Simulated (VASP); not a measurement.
# Si (Fd-3m) in VASP: a series of runs, part 2 of 2

VASP 6.6.1. The steps go on from the part before.

**4. Single point, LDA**

INCAR

```
SYSTEM = Si
PREC     = Accurate       ! precision mode
ENCUT    = 520            ! plane-wave cutoff, eV
EDIFF    = 1E-6           ! SCF threshold, eV
ISMEAR   = 1              ! smearing method
SIGMA    = 0.3            ! smearing width, eV
LREAL    = .FALSE.        ! projectors in reciprocal space
LASPH    = .TRUE.         ! aspherical terms in the spheres
NELM     = 80             ! most SCF steps
ALGO     = Normal         ! electronic algorithm
ISIF     = 2              ! what is computed and relaxed
LWAVE    = .FALSE.        ! write WAVECAR
LCHARG   = .FALSE.        ! write CHGCAR
NBANDS   = 11             ! bands
```

KPOINTS

```
Automatic mesh
0
G
  10 10 10
  0 0 0
```

POSCAR

```
Si
1.0
    0.0000000000      2.7016643793      2.7016643793
    2.7016643793      0.0000000000      2.7016643793
    2.7016643793      2.7016643793      0.0000000000
Si
2
Direct
    0.5000000000      0.5000000000      0.5000000000
    0.7500000000      0.7500000000      0.7500000000
```

Potentials or basis: VASP PAW LDA potentials, release 64 (Si).

Launch:

```
> cat potpaw_LDA.64/Si/POTCAR > POTCAR
> mpirun -np 1 vasp_std > vasp.out
```

OUTCAR:

```text
SYSTEM = Si
   PREC = Accurate
   ENCUT = 520
   EDIFF = 1E-6
   ISMEAR = 1
   LREAL = .FALSE.
   LASPH = .TRUE.
   NELM = 80
   ISIF = 2

 ion  position               nearest neighbor table
   1  0.500  0.500  0.500-   2 2.34   2 2.34   2 2.34   2 2.34
   2  0.750  0.750  0.750-   1 2.34   1 2.34   1 2.34   1 2.34

  LATTYP: Found a face centered cubic cell.
 ALAT       =     5.4033287586

  Lattice vectors:

 A1 = (   0.0000000000,   2.7016643793,   2.7016643793)
 A2 = (   2.7016643793,   0.0000000000,   2.7016643793)
 A3 = (   2.7016643793,   2.7016643793,   0.0000000000)

Analysis of symmetry for initial positions (statically):
=====================================================================
 Subroutine PRICEL returns:
 Original cell was already a primitive cell.

 Routine SETGRP: Setting up the symmetry group for a
 face centered cubic supercell.

 Subroutine GETGRP returns: Found 48 space group operations
 (whereof 24 operations were pure point group operations)
 out of a pool of 48 trial point group operations.

The static configuration has the point symmetry T_d .
 The point group associated with its full space group is O_h .

Analysis of symmetry for dynamics (positions and initial velocities):
=====================================================================
 Subroutine PRICEL returns:
 Original cell was already a primitive cell.

 Routine SETGRP: Setting up the symmetry group for a
 face centered cubic supercell.

 Subroutine GETGRP returns: Found 48 space group operations
 (whereof 24 operations were pure point group operations)
 out of a pool of 48 trial point group operations.

The dynamic configuration has the point symmetry T_d .
 The point group associated with its full space group is O_h .

 Subroutine INISYM returns: Found 48 space group operations
 (whereof 24 operations are pure point group operations),
 and found     1 'primitive' translations

----------------------------------------------------------------------------------------

                                     Primitive cell
[... 114 lines left out ...]
  Thomas-Fermi vector in A             =   2.091313
   LORBIT       =      0    0 simple, 1 ext, 2 COOP (PROOUT), +10 PAW based schemes
   GGA     = CA    functional components
   LHFCALC =     F    Hartree Fock is set to
   AEXX    =    0.0000 exact exchange contribution
   IVDW    =     0    specifies the selected vdW correction
   LEPSILON=     F    determine dielectric tensor
   LRPA    =     F    only Hartree local field effects (RPA)
 non-spin polarized calculation
 Methfessel and Paxton  Order N= 1 SIGMA  =   0.30
  energy-cutoff  :      520.00
  volume of cell :       39.44
 maximum number of plane-waves:      1073
   NGX = 15   NGY = 15   NGZ = 15

 number of electron       8.0000001 magnetization

 Free energy of the ion-electron system (eV)
  ---------------------------------------------------
  ext. energy  EPLUGINS =         0.00000000
  ---------------------------------------------------
  free energy    TOTEN  =       -11.91844742 eV

  energy without entropy =      -11.92074034  energy(sigma->0) =      -11.91921173

 E-fermi :   6.1945     XC(G=0):  -9.6625

 val. band max:        5.9264003594   @ k =   0.0000   0.0000   0.0000
 cond. band min:       6.3796776658   @ k =   0.4000   0.4000   0.0000
 fundamental gap:      0.4532773065
 Fermi energy:         6.1944571722

 k-point     1 :       0.0000    0.0000    0.0000
  band No.  band energies     occupation
      1      -6.1351      2.00000
      2       5.9264      2.02052
      3       5.9264      2.02052
      4       5.9264      2.02052
      5       8.4565     -0.00000
      6       8.4565     -0.00000
      7       8.4565     -0.00000
      8       9.3098     -0.00000
      9      13.6615      0.00000
     10      13.6615      0.00000
     11      13.6678      0.00000
[... 309 lines left out ...]
 k-point    24 :       0.4000    0.3000    0.0000
  band No.  band energies     occupation
      1      -3.9435      2.00000
      2       0.4850      2.00000
      3       3.0140      2.00000
      4       3.4560      2.00000
      5       6.8643     -0.00702
      6       8.0584     -0.00000
      7      12.8722      0.00000
      8      12.9884      0.00000
      9      16.4295      0.00000
     10      16.7084      0.00000
     11      18.0192      0.00000

 [... further k-points ...]
[... 5 lines left out ...]
  --------------------------------------------------------------------------------------
  -------------------------------------------------------------------------------------
  Total       -0.0041750     -0.0041750     -0.0041750     -0.0000000      0.0000000     -0.0000000
  in kB       -0.1696063     -0.1696063     -0.1696063     -0.0000000      0.0000000     -0.0000000
  external PRESSURE =      -0.1696063 kB  Pullay stress =       0.0000000 kB

 VOLUME and BASIS-vectors are now :
 -----------------------------------------------------------------------------
  energy-cutoff  :      520.00
  volume of cell :       39.44
      direct lattice vectors                 reciprocal lattice vectors
     0.000000000  2.701664379  2.701664379    -0.185071101  0.185071101  0.185071101
     2.701664379  0.000000000  2.701664379     0.185071101 -0.185071101  0.185071101
     2.701664379  2.701664379  0.000000000     0.185071101  0.185071101 -0.185071101

 POSITION                                       TOTAL-FORCE (eV/Angst)
 -----------------------------------------------------------------------------------
      2.70166      2.70166      2.70166        -0.000000     -0.000000     -0.000000
      4.05250      4.05250      4.05250         0.000000      0.000000      0.000000
 -----------------------------------------------------------------------------------
    total drift:                                0.000000      0.000000     -0.000000

  FREE ENERGIE OF THE ION-ELECTRON SYSTEM (eV)
  ---------------------------------------------------
  free  energy   TOTEN  =       -11.9184474182 eV

  energy  without entropy=      -11.9207403432  energy(sigma->0) =      -11.91921173
```

OSZICAR:

```text
N       E                     dE             d eps       ncg     rms          rms(c)
DAV:   1     0.721881035250E+01    0.72188E+01   -0.34319E+03  1034   0.597E+02
DAV:   2    -0.116436468118E+02   -0.18862E+02   -0.18109E+02  1374   0.860E+01
DAV:   3    -0.121856534697E+02   -0.54201E+00   -0.54070E+00  1341   0.132E+01
DAV:   4    -0.121897696057E+02   -0.41161E-02   -0.41155E-02  1232   0.144E+00
DAV:   5    -0.121898125016E+02   -0.42896E-04   -0.42896E-04  1298   0.136E-01    0.511E+00
DAV:   6    -0.120028558292E+02    0.18696E+00   -0.10915E-01  1183   0.130E+00    0.306E+00
DAV:   7    -0.119182588453E+02    0.84597E-01   -0.19284E-01  1186   0.179E+00    0.242E-01
DAV:   8    -0.119184542938E+02   -0.19545E-03   -0.78281E-03  1175   0.487E-01    0.817E-02
DAV:   9    -0.119184423823E+02    0.11912E-04   -0.17494E-04  1288   0.741E-02    0.618E-02
DAV:  10    -0.119184476075E+02   -0.52252E-05   -0.13143E-05  1206   0.212E-02    0.248E-02
DAV:  11    -0.119184474182E+02    0.18934E-06   -0.84379E-07   805   0.481E-03
   1 F= -.11918447E+02 E0= -.11919212E+02  d E =0.229293E-02
```

stdout:

```text
POSCAR found type information on POSCAR Si
 POSCAR found :  1 types and       2 ions
 scaLAPACK will be used
 LDA part: xc-table for (Slater(with rela. corr.)+CA(PZ))
 , standard interpolation
 POSCAR, INCAR and KPOINTS ok, starting setup
 FFT: planning ... GRIDC
 FFT: planning ... GRID_SOFT
 FFT: planning ... GRID
 WAVECAR not read
 entering main loop
```

It took 20 s on 1 thread of Intel Xeon Platinum 8375C at 2.90GHz (Ice Lake), shared host; peak memory 0.13 GiB.

What came out:

| Item | Value |
| --- | --- |
| Free energy | -11.9184 eV |
| Pressure | 0.0 GPa |
| Band gap on the k mesh | 0.45 eV, indirect (least direct gap 2.53 eV) |

A k mesh can miss the band edges. A hybrid or GW would open this gap; LDA tends to underestimate it.

**5. Single point, LDA**

INCAR

```
SYSTEM = Si
  ALGO = Normal
  EDIFF = 1E-6
  ENCUT = 520
  ISIF = 2
  ISMEAR = 1
  LASPH = .True.
  LCHARG = .False.
  LREAL = .False.
  LWAVE = .False.
  NBANDS = 11
  NELM = 100
  PREC = Accurate
  SIGMA = 0.6
```

KPOINTS

```
k-points
0
Gamma
  10 10 10
  0 0 0
```

POSCAR is that of step 4.

Potentials or basis: VASP PAW LDA potentials, release 64 (Si).

Launch:

```
> cat potpaw_LDA.64/Si/POTCAR > POTCAR
> mpirun -np 1 vasp_std > vasp.out
```

OUTCAR:

```text
SYSTEM = Si
   EDIFF = 1E-6
   ENCUT = 520
   ISIF = 2
   ISMEAR = 1
   LASPH = .True.
   LREAL = .False.
   NELM = 100
   PREC = Accurate

 ion  position               nearest neighbor table
   1  0.500  0.500  0.500-   2 2.34   2 2.34   2 2.34   2 2.34
   2  0.750  0.750  0.750-   1 2.34   1 2.34   1 2.34   1 2.34

  LATTYP: Found a face centered cubic cell.
 ALAT       =     5.4033287586

  Lattice vectors:

 A1 = (   0.0000000000,   2.7016643793,   2.7016643793)
 A2 = (   2.7016643793,   0.0000000000,   2.7016643793)
 A3 = (   2.7016643793,   2.7016643793,   0.0000000000)

[... 514 lines left out ...]
      8      12.9884     -0.00000
      9      16.4295     -0.00000
     10      16.7085     -0.00000
     11      18.0193     -0.00000

 [... further k-points ...]
[... 5 lines left out ...]
  --------------------------------------------------------------------------------------
  -------------------------------------------------------------------------------------
  Total       -0.0092715     -0.0092715     -0.0092715     -0.0000000     -0.0000000     -0.0000000
  in kB       -0.3766482     -0.3766482     -0.3766482     -0.0000000     -0.0000000     -0.0000000
  external PRESSURE =      -0.3766482 kB  Pullay stress =       0.0000000 kB

 VOLUME and BASIS-vectors are now :
 -----------------------------------------------------------------------------
  energy-cutoff  :      520.00
  volume of cell :       39.44
      direct lattice vectors                 reciprocal lattice vectors
     0.000000000  2.701664379  2.701664379    -0.185071101  0.185071101  0.185071101
     2.701664379  0.000000000  2.701664379     0.185071101 -0.185071101  0.185071101
     2.701664379  2.701664379  0.000000000     0.185071101  0.185071101 -0.185071101

 POSITION                                       TOTAL-FORCE (eV/Angst)
 -----------------------------------------------------------------------------------
      2.70166      2.70166      2.70166        -0.000000      0.000000      0.000000
      4.05250      4.05250      4.05250         0.000000     -0.000000     -0.000000
 -----------------------------------------------------------------------------------
    total drift:                                0.000000      0.000000     -0.000000

  FREE ENERGIE OF THE ION-ELECTRON SYSTEM (eV)
  ---------------------------------------------------
  free  energy   TOTEN  =       -11.9138707235 eV

  energy  without entropy=      -11.9295230700  energy(sigma->0) =      -11.91908817
```

stdout:

```text
POSCAR found type information on POSCAR Si
 POSCAR found :  1 types and       2 ions
 scaLAPACK will be used
 LDA part: xc-table for (Slater(with rela. corr.)+CA(PZ))
 , standard interpolation
 POSCAR, INCAR and KPOINTS ok, starting setup
 FFT: planning ... GRIDC
 FFT: planning ... GRID_SOFT
 FFT: planning ... GRID
 WAVECAR not read
 entering main loop
```

It took 20 s on 1 thread of Intel Xeon Platinum 8375C at 2.90GHz (Ice Lake), shared host; peak memory 0.13 GiB.

What came out:

* Free energy: -11.9139 eV
* Pressure: 0.0 GPa
* Band gap on the k mesh: 0.45 eV, indirect (least direct gap 2.53 eV)

Levels at points of the mesh, in eV from the valence-band top:
```tsv
k point	band 1	band 2	band 3	band 4	band 5	band 6	band 7	band 8
(0.00, 0.00, 0.00)	-12.06	0.00	0.00	0.00	2.53	2.53	2.53	3.38
(0.50, 0.00, 0.00)	-9.68	-7.06	-1.21	-1.21	1.48	3.28	3.28	7.54
(0.50, 0.50, 0.00)	-7.86	-7.86	-2.89	-2.89	0.57	0.57	10.11	10.11
```

**6. Summary**

```csv
smearing,gap on the mesh (eV),pressure (GPa)
methfessel-paxton 0.03 eV,0.45,0.0
methfessel-paxton 0.1 eV,0.45,0.0
methfessel-paxton 0.3 eV,0.45,0.0
methfessel-paxton 0.6 eV,0.45,0.0
```

Alike in all rows: task single point; level LDA; potentials or basis VASP PAW LDA potentials, release 64 (Si); no spin polarisation; cell as given; k mesh 10 × 10 × 10; cutoff (eV) 520.

On the cell as given the gap runs from 0.45 eV (LDA) to 0.45 eV (LDA).

Total energies depend on the potentials used, so only differences within one code and one set of settings carry meaning.
